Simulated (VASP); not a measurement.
# BN (R3m) in VASP: vibrations by perturbation theory with LDA

Aim: the vibrations by perturbation theory of BN with LDA.

Program: VASP 6.6.1. These are calculated values, not measurements. Logs are shortened: lines on timing, memory, paths and dates and some standing lists are left out, and cuts for length are marked.

### Step 1. The cell of the first run

It takes space group R3m (No. 160, trigonal). Conventional cell: a = 2.489 Å, b = 2.489 Å, c = 9.673 Å, α = 90.00°, β = 90.00°, γ = 120.00°. Within 1.9 Å of B (site symmetry 3m) lie 3 N at 1.44 Å. Within 1.9 Å of N (site symmetry 3m) lie 3 B at 1.44 Å.

### Step 2. Vibrations by perturbation theory, LDA

INCAR

```
SYSTEM = BN
  PREC = Accurate
  ENCUT = 600
  EDIFF = 1E-8
  ISMEAR = 0
  SIGMA = 0.01
  LREAL = .FALSE.
  LASPH = .TRUE.
  NELM = 120
  ALGO = Normal
  ISIF = 2
  LWAVE = .FALSE.
  LCHARG = .TRUE.
  IBRION = 8
  NSW = 1
  LEPSILON = .TRUE.
  GGA_COMPAT = .FALSE.
```

KPOINTS

```
Automatic mesh
0
G
  12 12 12
  0 0 0
```

POSCAR

```
BN
1.0
    1.2443010429      0.7183975420      3.2243181152
   -1.2443010429      0.7183975420      3.2243181152
    0.0000000000     -1.4367950841      3.2243181152
B N
1 1
Direct
    0.9997390147      0.9997390147      0.9997390147
    0.3326939853      0.3326939853      0.3326939853
```

Potentials or basis: VASP PAW LDA potentials, release 64 (B, N).

On the command line:

```
> cat potpaw_LDA.64/B/POTCAR potpaw_LDA.64/N/POTCAR > POTCAR
> mpirun -np 1 vasp_std > vasp.out
```

OUTCAR:

```text
SYSTEM = BN
   PREC = Accurate
   ENCUT = 600
   EDIFF = 1E-8
   ISMEAR = 0
   LREAL = .FALSE.
   LASPH = .TRUE.
   NELM = 120
   ISIF = 2
   IBRION = 8
   NSW = 1
   LEPSILON = .TRUE.

 ion  position               nearest neighbor table
   1  1.000  1.000  1.000-   2 1.44   2 1.44   2 1.44
   2  0.333  0.333  0.333-   1 1.44   1 1.44   1 1.44

  LATTYP: Found a trigonal (rhomboedric) cell.
 ALAT       =     3.5299585581
 COS(alpha) =     0.7514912343

  Lattice vectors:

 A1 = (   1.2443010429,   0.7183975420,   3.2243181152)
 A2 = (  -1.2443010429,   0.7183975420,   3.2243181152)
 A3 = (   0.0000000000,  -1.4367950841,   3.2243181152)

Analysis of symmetry for initial positions (statically):
=====================================================================
 Subroutine PRICEL returns:
 Original cell was already a primitive cell.

 Routine SETGRP: Setting up the symmetry group for a
 trigonal (rhombohedral) supercell.

 Subroutine GETGRP returns: Found  6 space group operations
 (whereof  6 operations were pure point group operations)
 out of a pool of 12 trial point group operations.

The static configuration has the point symmetry C_3v.

Analysis of symmetry for dynamics (positions and initial velocities):
=====================================================================
 Subroutine PRICEL returns:
 Original cell was already a primitive cell.

 Routine SETGRP: Setting up the symmetry group for a
 trigonal (rhombohedral) supercell.

 Subroutine GETGRP returns: Found  6 space group operations
 (whereof  6 operations were pure point group operations)
 out of a pool of 12 trial point group operations.

The dynamic configuration has the point symmetry C_3v.

 Subroutine INISYM returns: Found  6 space group operations
 (whereof  6 operations are pure point group operations),
 and found     1 'primitive' translations

----------------------------------------------------------------------------------------

                                     Primitive cell

  volume of cell :      17.2934

  direct lattice vectors                    reciprocal lattice vectors
     1.244301043  0.718397542  3.224318115     0.401832019  0.231997824  0.103381032
    -1.244301043  0.718397542  3.224318115    -0.401832019  0.231997824  0.103381032
     0.000000000 -1.436795084  3.224318115     0.000000000 -0.463995648  0.103381032

  length of vectors
     3.529958558  3.529958558  3.529958558     0.475373116  0.475373116  0.475373116

  position of ions in fractional coordinates (direct lattice)
     0.999739015  0.999739015  0.999739015
     0.332693985  0.332693985  0.332693985

  ion indices of the primitive-cell ions
   primitive index   ion index
                 1           1
                 2           2

----------------------------------------------------------------------------------------

 KPOINTS: Automatic mesh

Automatic generation of k-mesh.
 Grid dimensions read from file:
 generate k-points for:   12   12   12

 Generating k-lattice:

  Cartesian coordinates                     Fractional coordinates (reciprocal lattice)
[... 423 lines left out ...]
------------------------ aborting loop because EDIFF is reached ----------------------------------------

--------------------------------------- Ionic step        3  -------------------------------------------

------------------------ aborting loop because EDIFF is reached ----------------------------------------

 PIEZOELECTRIC TENSOR FIELD DIRECTION 3  (e Angst)
 -----------------------------------------------------------------------------
     0.04819  0.00000  0.00000           (  0.00010  0.00000  0.00000)
     0.00000  0.04819  0.00000           (  0.00000  0.00010  0.00000)
     0.00000  0.00000 -0.13515           (  0.00000  0.00000 -0.00089)

 PIEZOELECTRIC TENSOR FIELD DIRECTION 3  (C/m^2)
 -----------------------------------------------------------------------------
     0.04465  0.00000  0.00000
     0.00000  0.04465  0.00000
     0.00000  0.00000 -0.12521

--------------------------------------- Ionic step        4  -------------------------------------------

------------------------ aborting loop because EDIFF is reached ----------------------------------------

[... ionic steps 5 to 5 ...]

--------------------------------------- Ionic step        6  -------------------------------------------

------------------------ aborting loop because EDIFF is reached ----------------------------------------

--------------------------------------- Ionic step        7  -------------------------------------------

------------------------ aborting loop because EDIFF is reached ----------------------------------------

[... ionic steps 8 to 8 ...]

--------------------------------------- Ionic step        9  -------------------------------------------

 Free energy of the ion-electron system (eV)
  ---------------------------------------------------
  ---------------------------------------------------
  free energy    TOTEN  =        -0.24223737 eV

  energy without entropy =       -0.24223737

------------------------ aborting loop because EDIFF is reached ----------------------------------------

 INTERNAL STRAIN TENSOR  FOR ION    2  DIRECTION 3   (eV/Angst):
 -----------------------------------------------------------------------------
    -0.12759  0.00000  0.00000
     0.00000 -0.12759 -0.00000
     0.00000 -0.00000  0.59368

 MACROSCOPIC STATIC DIELECTRIC TENSOR (including local field effects in DFT)
 ------------------------------------------------------
           4.963621     0.000000     0.000000
           0.000000     4.963621    -0.000000
           0.000000    -0.000000     2.831969
 ------------------------------------------------------

 PIEZOELECTRIC TENSOR (including local field effects)  for field in x, y, z        (e  Angst)
          XX          YY          ZZ          XY          YZ          ZX
  --------------------------------------------------------------------------------
  x     0.00000     0.00000     0.00000     1.25568     0.00000     0.02472
  y     1.25568    -1.25568     0.00000     0.00000     0.02472     0.00000
  z     0.04819     0.04819    -0.13515     0.00000     0.00000     0.00000

 PIEZOELECTRIC TENSOR (including local field effects)  for field in x, y, z        (C/m^2)
          XX          YY          ZZ          XY          YZ          ZX
  --------------------------------------------------------------------------------
  x     0.00000     0.00000     0.00000     1.16335     0.00000     0.02290
  y     1.16335    -1.16335     0.00000     0.00000     0.02290     0.00000
  z     0.04465     0.04465    -0.12521     0.00000     0.00000     0.00000

 BORN EFFECTIVE CHARGES (including local field effects) (in |e|, cummulative output)
 ---------------------------------------------------------------------------------
 ion    1
    1     2.68879     0.00000     0.00000
    2     0.00000     2.68879    -0.00000
    3     0.00000    -0.00000     0.76054
 ion    2
    1    -2.68879     0.00000     0.00000
    2     0.00000    -2.68879     0.00000
    3     0.00000     0.00000    -0.76054

 INTERNAL STRAIN TENSOR FOR ION    2 for displacements in x,y,z  (eV/Angst):
          X           Y           Z          XY          YZ          ZX
  --------------------------------------------------------------------------------
  x     0.00000     0.00000     0.00000    13.56765     0.00000     0.07130
  y    13.56765   -13.56765    -0.00000     0.00000    -0.03952     0.00000
  z    -0.12759    -0.12759     0.59368     0.00000    -0.00000     0.00000

 SECOND DERIVATIVES (NOT SYMMETRIZED)
 ------------------------------------
               1X          1Y          1Z          2X          2Y          2Z
  1X   -43.029966    0.000000    0.000000   43.029966    0.000000    0.000000
  1Y     0.000000  -43.029966    0.000000   -0.000000   43.029966   -0.000000
  1Z     0.000000    0.000000  -12.881362    0.000000   -0.000000   12.881362
  2X    43.036612    0.000000    0.000000  -43.036612    0.000000    0.000000
  2Y     0.000000   43.036612   -0.000000   -0.000000  -43.036612    0.000000
  2Z     0.000000   -0.000000   12.881210    0.000000    0.000000  -12.881210

 Eigenvectors and eigenvalues of the dynamical matrix
 ----------------------------------------------------

   1 f  =   41.521140 THz   260.885014 2PiTHz 1384.996134 cm-1   171.717558 meV
             X         Y         Z           dx          dy          dz
      0.000000 -0.000000  9.670430    -0.751163   -0.000000    0.000000
      0.000000 -0.000000  3.218134     0.660117    0.000000    0.000000
[... 21 lines left out ...]
   6 f/i=    0.001590 THz     0.009989 2PiTHz    0.053030 cm-1     0.006575 meV
             X         Y         Z           dx          dy          dz
      0.000000 -0.000000  9.670430    -0.169872    0.637886    0.000000
      0.000000 -0.000000  3.218134    -0.193301    0.725865    0.000000

--------------------------------------------------------------------------------------------------------

 MACROSCOPIC STATIC DIELECTRIC TENSOR IONIC CONTRIBUTION
 ------------------------------------------------------
           1.757903    -0.000000     0.000000
          -0.000000     1.757903    -0.000000
           0.000000    -0.000000     0.469868
 ------------------------------------------------------

 ELASTIC MODULI CONTR FROM IONIC RELAXATION (kBar)
 Direction    XX          YY          ZZ          XY          YZ          ZX
 --------------------------------------------------------------------------------
 XX        -394.5961    394.3666      0.5339      0.0000      0.5529     -0.0000
 YY         394.3666   -394.5961      0.5339     -0.0000     -0.5529      0.0000
 ZZ           0.5339      0.5339     -2.4838      0.0000      0.0000      0.0000
 XY           0.0000     -0.0000      0.0000   -394.4813     -0.0000     -1.2553
 YZ           0.5529     -0.5529      0.0000     -0.0000     -0.0008     -0.0000
 ZX          -0.0000      0.0000      0.0000     -1.2553     -0.0000     -0.0040
 --------------------------------------------------------------------------------

 PIEZOELECTRIC TENSOR IONIC CONTR  for field in x, y, z        (C/m^2)
          XX          YY          ZZ          XY          YZ          ZX
  --------------------------------------------------------------------------------
  x     0.00000    -0.00000     0.00000    -0.78358    -0.00000    -0.00249
  y    -0.78358     0.78358     0.00000     0.00000     0.00110    -0.00000
  z     0.00691     0.00691    -0.03215    -0.00000     0.00000    -0.00000
```

Wall time 35 min (1 thread of Intel Xeon 8259CL, shared host); peak memory 0.51 GiB.

Results:

```
Electronic dielectric tensor (diagonal)                 : 4.96, 4.96, 2.83
Born charges (mean of the diagonal)                     : B +2.05; N -2.05 e
Highest phonon frequency at Γ, LO-TO splitting left out : 1385 cm⁻¹
```

Phonon frequencies in cm⁻¹ (negative: imaginary):
```tsv
q point	frequencies
(0.000, 0.000, 0.000)	0 0 0 758 1385 1385
```

Electronic dielectric tensor:
```
4.96 0.00 0.00
0.00 4.96 0.00
0.00 0.00 2.83
```

Born effective charge tensors (e):
atom 1, B
```
2.69 0.00 0.00
0.00 2.69 0.00
0.00 0.00 0.76
```
atom 2, N
```
-2.69  0.00  0.00
 0.00 -2.69  0.00
 0.00  0.00 -0.76
```
